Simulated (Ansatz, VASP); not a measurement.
Two plane-wave programs on ZnC

```
Zn C
1.0
     0.00000    2.19433    2.19433
     2.19433    0.00000    2.19433
     2.19433    2.19433    0.00000
Zn C
1 1
Direct
  0.00000 0.00000 0.00000
  0.50000 0.50000 0.50000
```

Alike in both runs: functional PBE; k mesh 6 × 6 × 6; occupations gaussian, width 0.1 eV; no spin polarisation.

Ansatz relaxed the structure, and its values are those at the end. VASP's run is a single point on that final structure, the one shown.

|  | VASP | Ansatz |
| --- | --- | --- |
| version | VASP 6.6.1 | Ansatz 0.2.0 |
| potentials or method | VASP PAW PBE potentials, release 64 (Zn, C), cutoff 520 eV | scalar-relativistic, plane waves, PAW |
| valence electrons in the cell | 16 | 16 |

VASP gave:

| Item | Value |
| --- | --- |
| gap on the k mesh at the Fermi level (eV) | none |
| pressure (GPa) | 0.8 |

Question: Which values does Ansatz return?

Answer: gap on the k mesh at the Fermi level (eV): none; pressure (GPa): 0.1.

A gap of «none» marks a metal or a gap that the smearing closes. The functional is the same, so the differences come from potentials, cutoffs and numerics.

The k mesh is coarse, so the values compare programs but aren't converged.
